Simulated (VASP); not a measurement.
# K2Hf (Fm-3m) in VASP: notebook

K2Hf is run at these levels: PBE; tasks: single point, relaxation of cell and atoms.

Program: VASP 6.6.1. These are calculated values, not measurements. Logs are shortened: lines on timing, memory, paths and dates and some standing lists are left out, and cuts for length are marked.

## 1. The cell of the first run

It takes space group Fm-3m (No. 225, cubic). Conventional cell: a = 8.892 Å, b = 8.892 Å, c = 8.892 Å, α = 90.00°, β = 90.00°, γ = 90.00°. K (site symmetry -43m) has 4 Hf at 3.85 Å and 6 K at 4.45 Å within 5.1 Å. Hf (site symmetry m-3m) has 8 K at 3.85 Å within 5.1 Å.

## 2. Single point, PBE

Input file INCAR:

```
SYSTEM = K2Hf
ALGO = Normal
EDIFF = 1E-7
ENCUT = 520
GGA = PE
ISIF = 2
ISMEAR = 0
LASPH = .True.
LCHARG = .False.
LREAL = .False.
LWAVE = .False.
NBANDS = 21
NELM = 60
PREC = Accurate
SIGMA = 0.1
```

Input file KPOINTS:

```
k-points
0
Gamma
  4 4 4
  0 0 0
```

Input file POSCAR:

```
K2Hf
1.0
    0.0000000000      4.4457966560      4.4457966560
    4.4457966560      0.0000000000      4.4457966560
    4.4457966560      4.4457966560      0.0000000000
K Hf
2 1
Direct
    0.2500000000      0.2500000000      0.2500000000
    0.7500000000      0.7500000000      0.7500000000
    0.0000000000      0.0000000000      0.0000000000
```

Potentials or basis: VASP PAW PBE potentials, release 64 (K_sv, Hf_pv).

The run is started by

```bash
$ cat potpaw_PBE.64/K_sv/POTCAR potpaw_PBE.64/Hf_pv/POTCAR > POTCAR
$ mpirun -np 1 vasp_std > vasp.out
```

OUTCAR:

```text
SYSTEM = K2Hf
   EDIFF = 1E-7
   ENCUT = 520
   GGA = PE
   ISIF = 2
   ISMEAR = 0
   LASPH = .True.
   LREAL = .False.
   NELM = 60
   PREC = Accurate

 ion  position               nearest neighbor table
   1  0.250  0.250  0.250-
   2  0.750  0.750  0.750-
   3  0.000  0.000  0.000-

  LATTYP: Found a face centered cubic cell.
 ALAT       =     8.8915933120

  Lattice vectors:

 A1 = (   0.0000000000,   4.4457966560,   4.4457966560)
 A2 = (   4.4457966560,   0.0000000000,   4.4457966560)
 A3 = (   4.4457966560,   4.4457966560,   0.0000000000)

Analysis of symmetry for initial positions (statically):
=====================================================================
 Subroutine PRICEL returns:
 Original cell was already a primitive cell.

 Routine SETGRP: Setting up the symmetry group for a
 face centered cubic supercell.

 Subroutine GETGRP returns: Found 48 space group operations
 (whereof 48 operations were pure point group operations)
 out of a pool of 48 trial point group operations.

The static configuration has the point symmetry O_h .

Analysis of symmetry for dynamics (positions and initial velocities):
=====================================================================
 Subroutine PRICEL returns:
 Original cell was already a primitive cell.

 Routine SETGRP: Setting up the symmetry group for a
 face centered cubic supercell.

 Subroutine GETGRP returns: Found 48 space group operations
 (whereof 48 operations were pure point group operations)
 out of a pool of 48 trial point group operations.

The dynamic configuration has the point symmetry O_h .

 Subroutine INISYM returns: Found 48 space group operations
 (whereof 48 operations are pure point group operations),
 and found     1 'primitive' translations

----------------------------------------------------------------------------------------

                                     Primitive cell

  volume of cell :     175.7433

  direct lattice vectors                    reciprocal lattice vectors
     0.000000000  4.445796656  4.445796656    -0.112465783  0.112465783  0.112465783
     4.445796656  0.000000000  4.445796656     0.112465783 -0.112465783  0.112465783
     4.445796656  4.445796656  0.000000000     0.112465783  0.112465783 -0.112465783

  length of vectors
     6.287305926  6.287305926  6.287305926     0.194796449  0.194796449  0.194796449

  position of ions in fractional coordinates (direct lattice)
     0.250000000  0.250000000  0.250000000
     0.750000000  0.750000000  0.750000000
     0.000000000  0.000000000  0.000000000

  ion indices of the primitive-cell ions
   primitive index   ion index
                 1           1
                 2           2
                 3           3

----------------------------------------------------------------------------------------

 KPOINTS: k-points

Automatic generation of k-mesh.
 Grid dimensions read from file:
 generate k-points for:    4    4    4

 Generating k-lattice:

  Cartesian coordinates                     Fractional coordinates (reciprocal lattice)
    -0.028116446  0.028116446  0.028116446     0.250000000  0.000000000  0.000000000
     0.028116446 -0.028116446  0.028116446     0.000000000  0.250000000  0.000000000
     0.028116446  0.028116446 -0.028116446     0.000000000  0.000000000  0.250000000

  Length of vectors
     0.048699112  0.048699112  0.048699112

  Shift w.r.t. Gamma in fractional coordinates (k-lattice)
     0.000000000  0.000000000  0.000000000

 Subroutine IBZKPT returns following result:
 ===========================================

 Found      8 irreducible k-points:

 Following reciprocal coordinates:
            Coordinates               Weight
  0.000000  0.000000  0.000000      1.000000
  0.250000  0.000000  0.000000      8.000000
  0.500000  0.000000  0.000000      4.000000
  0.250000  0.250000  0.000000      6.000000
  0.500000  0.250000  0.000000     24.000000
 -0.250000  0.250000  0.000000     12.000000
  0.500000  0.500000  0.000000      3.000000
 -0.250000  0.500000  0.250000      6.000000
   k-points           NKPTS =      8   k-points in BZ     NKDIM =      8   number of bands    NBANDS=     21
   number of dos      NEDOS =    301   number of ions     NIONS =      3
   total plane-waves  NPLWV = 110592
   dimension x,y,z NGX =    48 NGY =   48 NGZ =   48
   dimension x,y,z NGXF=    96 NGYF=   96 NGZF=   96
   ions per type =               2   1
   NGX,Y,Z   is equivalent  to a cutoff of  12.69, 12.69, 12.69 a.u.
   NGXF,Y,Z  is equivalent  to a cutoff of  25.38, 25.38, 25.38 a.u.
 SYSTEM =  K2Hf
   PREC   = accura    normal or accurate (medium, high low for compatibility)
   ISTART =      0    job   : 0-new  1-cont  2-samecut
   ICHARG =      2    charge: 1-file 2-atom 10-const
   ISPIN  =      1    spin polarized calculation?
   LNONCOLLINEAR =      F non collinear calculations
   LSORBIT =      F    spin-orbit coupling
   LASPH  =      T    aspherical Exc in radial PAW
   ENCUT  =  520.0 eV  38.22 Ry    6.18 a.u.  11.69 11.69 11.69*2*pi/ulx,y,z
   NELM   =     60;   NELMIN=  2; NELMDL= -5     # of ELM steps
   EDIFF  = 0.1E-06   stopping-criterion for ELM
   LREAL  =      F    real-space projection
   EDIFFG = 0.1E-05   stopping-criterion for IOM
   NSW    =      0    number of steps for IOM
   IBRION =     -1    ionic relax: 0-MD 1-quasi-New 2-CG
   NFREE  =      0    steps in history (QN), initial steepest desc. (CG)
   ISIF   =      2    stress and relaxation
   ISYM   =      2    0-nonsym 1-usesym 2-fastsym
   POTIM  = 0.5000    time-step for ionic-motion
   TEBEG  =    0.0;   TEEND  =   0.0 temperature during run
   PSTRESS=    0.0 pullay stress
   NELECT =      28.0000    total number of electrons
   NUPDOWN=      -1.0000    fix difference up-down
   EMIN   =  10.00;   EMAX   =-10.00  energy-range for DOS
   EFERMI =   0.00;   METHOD = LEGACY
   ISMEAR =     0;   SIGMA  =   0.10  broadening in eV -4-tet -1-fermi 0-gaus
   EFERMI_NEDOS =   21; number of points for ismear=-14 and -15
   IALGO  =     38    algorithm
   IMIX   =      4    mixing-type and parameters
     AMIX     =   0.40;   BMIX     =  1.00
     AMIX_MAG =   1.60;   BMIX_MAG =  1.00
  volume/ion in A,a.u.               =      58.58       395.32
  Fermi-wavevector in a.u.,A,eV,Ry     =   0.887499  1.677130 10.716692  0.787655
  Thomas-Fermi vector in A             =   2.008805
   LORBIT       =      0    0 simple, 1 ext, 2 COOP (PROOUT), +10 PAW based schemes
   GGA     = PE    functional components
   LHFCALC =     F    Hartree Fock is set to
   AEXX    =    0.0000 exact exchange contribution
   IVDW    =     0    specifies the selected vdW correction
   LEPSILON=     F    determine dielectric tensor
   LRPA    =     F    only Hartree local field effects (RPA)
 non-spin polarized calculation
 Gauss-broadening in eV      SIGMA  =   0.10
  energy-cutoff  :      520.00
  volume of cell :      175.74
 maximum number of plane-waves:      4766
 NGX is ok and might be reduce to    48
   NGX = 23   NGY = 23   NGZ = 23

 number of electron      27.9999996 magnetization

 Free energy of the ion-electron system (eV)
  ---------------------------------------------------
  ext. energy  EPLUGINS =         0.00000000
  ---------------------------------------------------
  free energy    TOTEN  =        -6.62758541 eV

  energy without entropy =       -6.56743308  energy(sigma->0) =       -6.59750924

 E-fermi :  -0.0316     XC(G=0):  -6.5260

 val. band max:       -0.0586052884   @ k =   0.5000   0.2500   0.0000
 cond. band min:      -0.0027190796   @ k =   0.2500   0.0000   0.0000
 fundamental gap:      0.0558862088
 Fermi energy:        -0.0315708089

 k-point     1 :       0.0000    0.0000    0.0000
  band No.  band energies     occupation
      1     -32.4488      2.00000
      2     -32.4488      2.00000
      3     -32.4488      2.00000
      4     -31.1877      2.00000
      5     -31.1790      2.00000
      6     -14.7160      2.00000
[... 13 lines left out ...]
     20       1.6292      0.00000
     21       3.0157      0.00000

 k-point     2 :       0.2500    0.0000    0.0000
  band No.  band energies     occupation
      1     -32.4490      2.00000
      2     -32.4488      2.00000
      3     -32.4488      2.00000
      4     -31.1862      2.00000
      5     -31.1802      2.00000
      6     -14.7090      2.00000
[... 13 lines left out ...]
     20       1.6762      0.00000
     21       3.9985      0.00000

 k-point     3 :       0.5000    0.0000    0.0000
  band No.  band energies     occupation
      1     -32.4491      2.00000
      2     -32.4488      2.00000
      3     -32.4488      2.00000
      4     -31.1833      2.00000
      5     -31.1829      2.00000
      6     -14.6944      2.00000
[... 13 lines left out ...]
     20       1.6828      0.00000
     21       3.6716      0.00000

 k-point     4 :       0.2500    0.2500    0.0000
  band No.  band energies     occupation
      1     -32.4490      2.00000
      2     -32.4488      2.00000
      3     -32.4488      2.00000
      4     -31.1859      2.00000
      5     -31.1804      2.00000
      6     -14.7194      2.00000
[... 13 lines left out ...]
     20       1.4888      0.00000
     21       3.4145      0.00000

 k-point     5 :       0.5000    0.2500    0.0000
  band No.  band energies     occupation
      1     -32.4491      2.00000
      2     -32.4489      2.00000
      3     -32.4488      2.00000
      4     -31.1840      2.00000
      5     -31.1821      2.00000
      6     -14.7216      2.00000
[... 13 lines left out ...]
     20       1.5091      0.00000
     21       3.1376      0.00000

 k-point     6 :      -0.2500    0.2500    0.0000
  band No.  band energies     occupation
      1     -32.4490      2.00000
      2     -32.4489      2.00000
      3     -32.4488      2.00000
      4     -31.1845      2.00000
      5     -31.1817      2.00000
      6     -14.7242      2.00000
[... 13 lines left out ...]
     20       1.7213      0.00000
     21       3.4037      0.00000

 k-point     7 :       0.5000    0.5000    0.0000
  band No.  band energies     occupation
      1     -32.4492      2.00000
      2     -32.4488      2.00000
      3     -32.4488      2.00000
      4     -31.1842      2.00000
      5     -31.1818      2.00000
      6     -14.7350      2.00000
[... 13 lines left out ...]
     20       1.2967      0.00000
     21       2.7724      0.00000

 k-point     8 :      -0.2500    0.5000    0.2500
  band No.  band energies     occupation
      1     -32.4490      2.00000
      2     -32.4490      2.00000
      3     -32.4488      2.00000
      4     -31.1830      2.00000
      5     -31.1830      2.00000
      6     -14.7308      2.00000
[... 13 lines left out ...]
     20       1.3440      0.00000
     21       3.2213      0.00000

------------------------ aborting loop because EDIFF is reached ----------------------------------------

  FORCE on cell =-STRESS in cart. coord.  units (eV):
  Direction    XX          YY          ZZ          XY          YZ          ZX
  --------------------------------------------------------------------------------------
  -------------------------------------------------------------------------------------
  Total       -0.0185947     -0.0185947     -0.0185947     -0.0000000     -0.0000000      0.0000000
  in kB       -0.1695200     -0.1695200     -0.1695200     -0.0000000     -0.0000000      0.0000000
  external PRESSURE =      -0.1695200 kB  Pullay stress =       0.0000000 kB

 VOLUME and BASIS-vectors are now :
 -----------------------------------------------------------------------------
  energy-cutoff  :      520.00
  volume of cell :      175.74
      direct lattice vectors                 reciprocal lattice vectors
     0.000000000  4.445796656  4.445796656    -0.112465783  0.112465783  0.112465783
     4.445796656  0.000000000  4.445796656     0.112465783 -0.112465783  0.112465783
     4.445796656  4.445796656  0.000000000     0.112465783  0.112465783 -0.112465783

 POSITION                                       TOTAL-FORCE (eV/Angst)
 -----------------------------------------------------------------------------------
      2.22290      2.22290      2.22290        -0.000000      0.000000      0.000000
      6.66869      6.66869      6.66869         0.000000     -0.000000     -0.000000
      0.00000      0.00000      0.00000         0.000000     -0.000000     -0.000000
 -----------------------------------------------------------------------------------
    total drift:                               -0.000000     -0.000000      0.000000

  FREE ENERGIE OF THE ION-ELECTRON SYSTEM (eV)
  ---------------------------------------------------
  free  energy   TOTEN  =        -6.6275854098 eV

  energy  without entropy=       -6.5674330784  energy(sigma->0) =       -6.59750924
```

Run time: 59 s. Hardware: 1 thread of Intel Xeon Platinum 8375C at 2.90GHz (Ice Lake), shared host; peak memory 0.31 GiB.

Results:

```yaml
Free_energy: -6.6276 eV
Pressure: 0.0 GPa
Band_gap_on_the_k_mesh: zero (bands 14 and 15 overlap by 0.33 eV)
```

Caveat: spin-orbit coupling is left out, which moves the levels of the heavy elements.

## 3. Relaxation of cell and atoms, PBE

This run uses another cell than the first one, of 30.30 Å³/atom.

Input file INCAR:

```
ALGO     = Normal         # electronic algorithm
EDIFF    = 1E-7           # SCF threshold, eV
EDIFFG   = -0.04          # ionic threshold
ENCUT    = 600            # plane-wave cutoff, eV
GGA      = PE             # functional
IBRION   = 2              # ionic algorithm
ISIF     = 3              # what is computed and relaxed
ISMEAR   = 0              # smearing method
LASPH    = True           # aspherical terms in the spheres
LCHARG   = False          # write CHGCAR
LREAL    = False          # projectors in reciprocal space
LWAVE    = False          # write WAVECAR
NELM     = 100            # most SCF steps
NSW      = 90             # ionic steps
PREC     = Accurate       # precision mode
SIGMA    = 0.1            # smearing width, eV
```

Input file KPOINTS:

```
k-points
0
Gamma
  4 4 4
```

Input file POSCAR:

```
K2Hf
1.0
    0.0000000000      3.5686559418      3.5686559418
    3.5686559418      0.0000000000      3.5686559418
    3.5686559418      3.5686559418      0.0000000000
K Hf
2 1
Direct
    0.2500000000      0.2500000000      0.2500000000
    0.7500000000      0.7500000000      0.7500000000
    0.0000000000      0.0000000000      0.0000000000
```

Potentials or basis: VASP PAW PBE potentials, release 64 (K_sv, Hf_pv).

The run is started by

```bash
$ cat potpaw_PBE.64/K_sv/POTCAR potpaw_PBE.64/Hf_pv/POTCAR > POTCAR
$ mpirun -np 1 vasp_std > vasp.out
```

Wall time 2.8 min (1 thread of Intel Xeon Platinum 8375C at 2.90GHz (Ice Lake), shared host); peak memory 0.25 GiB.

The run converged. Its results:

* Free energy: -6.6180 eV
* Relaxed volume: 58.28 Å³/atom
* Relaxed cell: a = 6.277 Å, b = 6.277 Å, c = 6.277 Å, α = 60.00°, β = 60.00°, γ = 60.00°
* Space group after relaxing (to 0.1 Å): Fm-3m (No. 225)
* Energy gained by relaxing: 686.8 meV/atom
* Ionic steps: 5
* Pressure after relaxing: 0.0 GPa
* Band gap on the k mesh: zero (bands 14 and 15 overlap by 0.33 eV)

Step by step:
```csv
step,energy change (eV),largest force (eV/Å),pressure (GPa),volume (Å³)
1,0.0000,0.0000,12.32,90.90
2,-1.5856,0.0000,3.96,125.12
3,-2.0194,0.0000,0.82,157.66
4,-2.0577,0.0000,0.18,170.34
5,-2.0604,0.0000,0.01,174.85
```

Final structure:
```cif
data_structure
_symmetry_space_group_name_H-M 'P 1'
_symmetry_Int_Tables_number 1
_cell_length_a 6.2766
_cell_length_b 6.2766
_cell_length_c 6.2766
_cell_angle_alpha 60.000
_cell_angle_beta 60.000
_cell_angle_gamma 60.000
_cell_volume 174.85
loop_
_atom_site_label
_atom_site_type_symbol
_atom_site_fract_x
_atom_site_fract_y
_atom_site_fract_z
_atom_site_occupancy
K1 K 0.25000 0.25000 0.25000 1
K2 K 0.75000 0.75000 0.75000 1
Hf1 Hf 0.00000 0.00000 0.00000 1
```

Levels at points of the mesh, in eV from the Fermi level:
| k point | band 9 | band 10 | band 11 | band 12 | band 13 | band 14 | band 15 | band 16 | band 17 | band 18 |
| --- | --- | --- | --- | --- | --- | --- | --- | --- | --- | --- |
| (0.00, 0.00, 0.00) | -14.63 | -14.63 | -14.63 | -3.33 | 0.15 | 0.15 | 0.15 | 0.20 | 0.20 | 1.66 |
| (0.50, 0.00, 0.00) | -14.65 | -14.65 | -14.65 | -2.55 | -0.47 | 0.05 | 0.11 | 0.11 | 0.36 | 0.36 |
| (0.50, 0.50, 0.00) | -14.62 | -14.62 | -14.61 | -2.24 | -0.36 | -0.25 | -0.18 | 0.36 | 0.36 | 0.51 |

Caveat: the k points lie up to 0.31 Å⁻¹ apart in the final cell; the volume moved by over 15 % at a fixed basis, so the end points are rough; spin-orbit coupling is left out, which moves the levels of the heavy elements.

## 4. Single point, PBE

Input file INCAR:

```
PREC     = Accurate       # precision mode
ENCUT    = 520            # plane-wave cutoff, eV
EDIFF    = 1E-6           # SCF threshold, eV
ISMEAR   = 0              # smearing method
SIGMA    = 0.1            # smearing width, eV
LREAL    = False          # projectors in reciprocal space
LASPH    = True           # aspherical terms in the spheres
NELM     = 60             # most SCF steps
ALGO     = Fast           # electronic algorithm
ISIF     = 2              # what is computed and relaxed
LWAVE    = False          # write WAVECAR
LCHARG   = False          # write CHGCAR
GGA      = PE             # functional
NBANDS   = 21             # bands
```

Input file KPOINTS:

```
Automatic mesh
0
Gamma
  10 10 10
```

Input file POSCAR:

```
K2Hf
1.0
    0.0000000000      4.4457966560      4.4457966560
    4.4457966560      0.0000000000      4.4457966560
    4.4457966560      4.4457966560      0.0000000000
K Hf
2 1
Direct
    0.2500000000      0.2500000000      0.2500000000
    0.7500000000      0.7500000000      0.7500000000
    0.0000000000      0.0000000000      0.0000000000
```

The run is started by

```bash
$ cat potpaw_PBE.64/K_sv/POTCAR potpaw_PBE.64/Hf_pv/POTCAR > POTCAR
$ mpirun -np 1 vasp_std > vasp.out
```

It took 9.6 min on 1 thread of Intel Xeon Platinum 8375C at 2.90GHz (Ice Lake), shared host; peak memory 0.42 GiB.

The run converged. Its results:

```yaml
Free_energy: -6.6263 eV
Pressure: 0.0 GPa
Band_gap_on_the_k_mesh: zero (bands 14 and 15 overlap by 0.34 eV)
```

Levels at points of the mesh, in eV from the Fermi level:
```
           k point  band 10  band 11  band 12  band 13  band 14  band 15  band 16  band 17  band 18  band 19
(0.00, 0.00, 0.00)   -14.65   -14.65    -3.34     0.14     0.14     0.14     0.19     0.19     1.64     1.64
(0.50, 0.00, 0.00)   -14.68   -14.68    -2.57    -0.49     0.04     0.10     0.10     0.35     0.35     1.70
(0.50, 0.50, 0.00)   -14.64   -14.64    -2.26    -0.37    -0.26    -0.19     0.35     0.35     0.49     1.31
```

Caveat: spin-orbit coupling is left out, which moves the levels of the heavy elements.

## 5. Overview

| task | cell | k mesh | cutoff (eV) | gap on the mesh (eV) | pressure (GPa) |
| --- | --- | --- | --- | --- | --- |
| single point | a = 6.287 Å, angles 60.0°, 3 atoms | 4 × 4 × 4 | 520 | none | 0.0 |
| relaxation of cell and atoms | relaxed from a = 5.047 Å, angles 60.0°, 3 atoms | 4 × 4 × 4 | 600 | none | 0.0 |
| single point | a = 6.287 Å, angles 60.0°, 3 atoms | 10 × 10 × 10 | 520 | none | 0.0 |

Alike in all rows: level PBE; potentials or basis VASP PAW PBE potentials, release 64 (K_sv, Hf_pv); no spin polarisation; smearing gaussian 0.1 eV.

Caveats: some runs use coarse meshes; spin-orbit coupling is left out, which moves the levels of the heavy elements; the volume moved by over 15 % at a fixed basis, so the end points are rough (at least some runs).

Absolute energies hang on the potentials; compare differences alone.
